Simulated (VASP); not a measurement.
# Rh (Fm-3m) in VASP: a series of runs

The runs below take Rh through single point, with PBE.

All numbers are computed with VASP 6.6.1; they aren't measurements. Logs are shortened: lines on timing, memory, paths and dates and some standing lists are left out, and cuts for length are marked.

### Step 1. The cell of the first run

The structure is cubic, space group Fm-3m (No. 225). The conventional cell has a = 3.796 Å, b = 3.796 Å, c = 3.796 Å, α = 90.00°, β = 90.00°, γ = 90.00°. Rh (site symmetry m-3m) has 12 Rh at 2.68 Å within 3.5 Å.

### Step 2. Single point, PBE

INCAR

```
SYSTEM = Rh
PREC = Accurate
ENCUT = 520
EDIFF = 1E-6
ISMEAR = 1
SIGMA = 0.1
LREAL = .False.
LASPH = .True.
NELM = 60
ALGO = Normal
ISIF = 2
LWAVE = .False.
LCHARG = .False.
GGA = PE
NBANDS = 14
```

KPOINTS

```
regular mesh
0
Gamma
  15 15 15
  0 0 0
```

POSCAR

```
Rh
1.0
    0.0000000000      1.8978500000      1.8978500000
    1.8978500000      0.0000000000      1.8978500000
    1.8978500000      1.8978500000      0.0000000000
Rh
1
Direct
    0.0000000000      0.0000000000      0.0000000000
```

Potentials or basis: VASP PAW PBE potentials, release 64 (Rh_pv).

The run is started by

```bash
cat potpaw_PBE.64/Rh_pv/POTCAR > POTCAR
mpirun -np 1 vasp_std > vasp.out
```

OUTCAR:

```text
SYSTEM = Rh
   PREC = Accurate
   ENCUT = 520
   EDIFF = 1E-6
   ISMEAR = 1
   LREAL = .False.
   LASPH = .True.
   NELM = 60
   ISIF = 2
   GGA = PE

 ion  position               nearest neighbor table
   1  0.000  0.000  0.000-

  LATTYP: Found a face centered cubic cell.
 ALAT       =     3.7957000000

  Lattice vectors:

 A1 = (   0.0000000000,   1.8978500000,   1.8978500000)
 A2 = (   1.8978500000,   0.0000000000,   1.8978500000)
 A3 = (   1.8978500000,   1.8978500000,   0.0000000000)

Analysis of symmetry for initial positions (statically):
=====================================================================
 Subroutine PRICEL returns:
 Original cell was already a primitive cell.

 Routine SETGRP: Setting up the symmetry group for a
 face centered cubic supercell.

 Subroutine GETGRP returns: Found 48 space group operations
 (whereof 48 operations were pure point group operations)
 out of a pool of 48 trial point group operations.

The static configuration has the point symmetry O_h .

Analysis of symmetry for dynamics (positions and initial velocities):
=====================================================================
 Subroutine PRICEL returns:
 Original cell was already a primitive cell.

 Routine SETGRP: Setting up the symmetry group for a
 face centered cubic supercell.

 Subroutine GETGRP returns: Found 48 space group operations
 (whereof 48 operations were pure point group operations)
 out of a pool of 48 trial point group operations.

The dynamic configuration has the point symmetry O_h .

 Subroutine INISYM returns: Found 48 space group operations
 (whereof 48 operations are pure point group operations),
 and found     1 'primitive' translations

----------------------------------------------------------------------------------------

                                     Primitive cell

  volume of cell :      13.6715

  direct lattice vectors                    reciprocal lattice vectors
     0.000000000  1.897850000  1.897850000    -0.263456016  0.263456016  0.263456016
     1.897850000  0.000000000  1.897850000     0.263456016 -0.263456016  0.263456016
     1.897850000  1.897850000  0.000000000     0.263456016  0.263456016 -0.263456016

  length of vectors
     2.683965209  2.683965209  2.683965209     0.456319205  0.456319205  0.456319205

  position of ions in fractional coordinates (direct lattice)
     0.000000000  0.000000000  0.000000000

  ion indices of the primitive-cell ions
   primitive index   ion index
                 1           1

----------------------------------------------------------------------------------------

 KPOINTS: regular mesh

Automatic generation of k-mesh.
 Grid dimensions read from file:
 generate k-points for:   15   15   15

 Generating k-lattice:

  Cartesian coordinates                     Fractional coordinates (reciprocal lattice)
    -0.017563734  0.017563734  0.017563734     0.066666667  0.000000000  0.000000000
     0.017563734 -0.017563734  0.017563734     0.000000000  0.066666667  0.000000000
     0.017563734  0.017563734 -0.017563734     0.000000000  0.000000000  0.066666667

  Length of vectors
     0.030421280  0.030421280  0.030421280

  Shift w.r.t. Gamma in fractional coordinates (k-lattice)
     0.000000000  0.000000000  0.000000000

 Subroutine IBZKPT returns following result:
 ===========================================

 Found    120 irreducible k-points:

 Following reciprocal coordinates:
            Coordinates               Weight
  0.000000  0.000000  0.000000      1.000000
  0.066667  0.000000  0.000000      8.000000
  0.133333  0.000000  0.000000      8.000000
  0.200000  0.000000  0.000000      8.000000
  0.266667  0.000000  0.000000      8.000000
  0.333333  0.000000  0.000000      8.000000
[... 16 lines left out ...]
  0.133333  0.133333  0.000000      6.000000
  0.200000  0.133333  0.000000     24.000000
 [... further k-points ...]
   k-points           NKPTS =    120   k-points in BZ     NKDIM =    120   number of bands    NBANDS=     14
   number of dos      NEDOS =    301   number of ions     NIONS =      1
   total plane-waves  NPLWV =   8000
   dimension x,y,z NGX =    20 NGY =   20 NGZ =   20
   dimension x,y,z NGXF=    40 NGYF=   40 NGZF=   40
   ions per type =               1
   NGX,Y,Z   is equivalent  to a cutoff of  12.39, 12.39, 12.39 a.u.
   NGXF,Y,Z  is equivalent  to a cutoff of  24.78, 24.78, 24.78 a.u.
 SYSTEM =  Rh
   PREC   = accura    normal or accurate (medium, high low for compatibility)
   ISTART =      0    job   : 0-new  1-cont  2-samecut
   ICHARG =      2    charge: 1-file 2-atom 10-const
   ISPIN  =      1    spin polarized calculation?
   LNONCOLLINEAR =      F non collinear calculations
   LSORBIT =      F    spin-orbit coupling
   LASPH  =      T    aspherical Exc in radial PAW
   ENCUT  =  520.0 eV  38.22 Ry    6.18 a.u.   4.99  4.99  4.99*2*pi/ulx,y,z
   NELM   =     60;   NELMIN=  2; NELMDL= -5     # of ELM steps
   EDIFF  = 0.1E-05   stopping-criterion for ELM
   LREAL  =      F    real-space projection
   EDIFFG = 0.1E-04   stopping-criterion for IOM
   NSW    =      0    number of steps for IOM
   IBRION =     -1    ionic relax: 0-MD 1-quasi-New 2-CG
   NFREE  =      0    steps in history (QN), initial steepest desc. (CG)
   ISIF   =      2    stress and relaxation
   ISYM   =      2    0-nonsym 1-usesym 2-fastsym
   POTIM  = 0.5000    time-step for ionic-motion
   TEBEG  =    0.0;   TEEND  =   0.0 temperature during run
   PSTRESS=    0.0 pullay stress
   NELECT =      15.0000    total number of electrons
   NUPDOWN=      -1.0000    fix difference up-down
   EMIN   =  10.00;   EMAX   =-10.00  energy-range for DOS
   EFERMI =   0.00;   METHOD = LEGACY
   ISMEAR =     1;   SIGMA  =   0.10  broadening in eV -4-tet -1-fermi 0-gaus
   EFERMI_NEDOS =   21; number of points for ismear=-14 and -15
   IALGO  =     38    algorithm
   IMIX   =      4    mixing-type and parameters
     AMIX     =   0.40;   BMIX     =  1.00
     AMIX_MAG =   1.60;   BMIX_MAG =  1.00
  volume/ion in A,a.u.               =      13.67        92.26
  Fermi-wavevector in a.u.,A,eV,Ry     =   1.688496  3.190795 38.790465  2.851019
  Thomas-Fermi vector in A             =   2.770792
   LORBIT       =      0    0 simple, 1 ext, 2 COOP (PROOUT), +10 PAW based schemes
   GGA     = PE    functional components
   LHFCALC =     F    Hartree Fock is set to
   AEXX    =    0.0000 exact exchange contribution
   IVDW    =     0    specifies the selected vdW correction
   LEPSILON=     F    determine dielectric tensor
   LRPA    =     F    only Hartree local field effects (RPA)
 non-spin polarized calculation
 Methfessel and Paxton  Order N= 1 SIGMA  =   0.10
  energy-cutoff  :      520.00
  volume of cell :       13.67
 maximum number of plane-waves:       378
   NGX =  9   NGY =  9   NGZ =  9

 number of electron      15.0000007 magnetization

 Free energy of the ion-electron system (eV)
  ---------------------------------------------------
  ext. energy  EPLUGINS =         0.00000000
  ---------------------------------------------------
  free energy    TOTEN  =        -7.24973694 eV

  energy without entropy =       -7.24969076  energy(sigma->0) =       -7.24972155

 E-fermi :  12.0265     XC(G=0): -14.0697

 val. band max:       12.0261691749   @ k =  -0.4667   0.4000   0.0000
 cond. band min:      12.0441747591   @ k =  -0.4667   0.2667   0.1333
 fundamental gap:      0.0180055843
 Fermi energy:        12.0265359845

 k-point     1 :       0.0000    0.0000    0.0000
  band No.  band energies     occupation
      1     -34.3939      2.00000
      2     -34.3939      2.00000
      3     -34.3939      2.00000
      4       4.0070      2.00000
      5       8.8956      2.00000
      6       8.8956      2.00000
      7       8.8956      2.00000
      8      10.9999      2.00000
      9      10.9999      2.00000
     10      27.9992      0.00000
     11      32.4984      0.00000
     12      33.4938      0.00000
     13      33.4938      0.00000
     14      33.4938      0.00000

 k-point     2 :       0.0667    0.0000    0.0000
  band No.  band energies     occupation
      1     -34.4273      2.00000
      2     -34.3984      2.00000
      3     -34.3984      2.00000
      4       4.1867      2.00000
      5       8.8163      2.00000
      6       8.9656      2.00000
      7       8.9656      2.00000
      8      10.9609      2.00000
      9      10.9609      2.00000
     10      28.2599      0.00000
     11      32.4806      0.00000
     12      32.5485      0.00000
     13      33.7575      0.00000
     14      33.7575      0.00000

 k-point     3 :       0.1333    0.0000    0.0000
  band No.  band energies     occupation
      1     -34.5211      2.00000
      2     -34.4111      2.00000
      3     -34.4111      2.00000
      4       4.6900      2.00000
      5       8.6375      2.00000
      6       9.1348      2.00000
      7       9.1348      2.00000
      8      10.8937      2.00000
      9      10.8937      2.00000
     10      28.9133      0.00000
     11      30.6911      0.00000
     12      32.4989      0.00000
     13      34.5113      0.00000
     14      34.5113      0.00000
[... 324 lines left out ...]
 k-point    23 :       0.1333    0.1333    0.0000
  band No.  band energies     occupation
      1     -34.5172      2.00000
      2     -34.4397      2.00000
      3     -34.4397      2.00000
      4       4.9201      2.00000
      5       8.3084      2.00000
      6       9.3823      2.00000
      7       9.3823      2.00000
      8      10.3990      2.00000
      9      11.2327      2.00000
     10      29.3355      0.00000
     11      31.6598      0.00000
     12      32.5002      0.00000
     13      33.3749      0.00000
     14      33.3749      0.00000

 k-point    24 :       0.2000    0.1333    0.0000
  band No.  band energies     occupation
      1     -34.6062      2.00000
      2     -34.4630      2.00000
      3     -34.4567      2.00000
      4       5.4581      2.00000
      5       8.0535      2.00000
      6       9.5422      2.00000
      7       9.6192      2.00000
      8      10.3144      2.00000
      9      11.3605      2.00000
     10      29.9685      0.00000
     11      30.4495      0.00000
     12      32.4985      0.00000
     13      33.2193      0.00000
     14      33.7227      0.00000

 [... further k-points ...]
[... 5 lines left out ...]
  --------------------------------------------------------------------------------------
  -------------------------------------------------------------------------------------
  Total        0.6404674      0.6404674      0.6404674      0.0000000      0.0000000      0.0000000
  in kB       75.0571278     75.0571278     75.0571278      0.0000000      0.0000000      0.0000000
  external PRESSURE =      75.0571278 kB  Pullay stress =       0.0000000 kB

 VOLUME and BASIS-vectors are now :
 -----------------------------------------------------------------------------
  energy-cutoff  :      520.00
  volume of cell :       13.67
      direct lattice vectors                 reciprocal lattice vectors
     0.000000000  1.897850000  1.897850000    -0.263456016  0.263456016  0.263456016
     1.897850000  0.000000000  1.897850000     0.263456016 -0.263456016  0.263456016
     1.897850000  1.897850000  0.000000000     0.263456016  0.263456016 -0.263456016

 POSITION                                       TOTAL-FORCE (eV/Angst)
 -----------------------------------------------------------------------------------
      0.00000      0.00000      0.00000        -0.000000     -0.000000     -0.000000
 -----------------------------------------------------------------------------------
    total drift:                                0.000000      0.000000      0.000000

  FREE ENERGIE OF THE ION-ELECTRON SYSTEM (eV)
  ---------------------------------------------------
  free  energy   TOTEN  =        -7.2497369439 eV

  energy  without entropy=       -7.2496907609  energy(sigma->0) =       -7.24972155
```

Run time: 23 s. Hardware: 1 thread of Intel Xeon 8259CL, shared host; peak memory 0.14 GiB.

Results:

```
Free energy : -7.2497 eV
Pressure    : 7.5 GPa
```

Levels at points of the mesh, in eV from the Fermi level:
```tsv
k point	band 4	band 5	band 6	band 7	band 8	band 9	band 10	band 11
(0.00, 0.00, 0.00)	-8.02	-3.13	-3.13	-3.13	-1.03	-1.03	15.97	20.47
```

(Continued in part 2 of 2.)
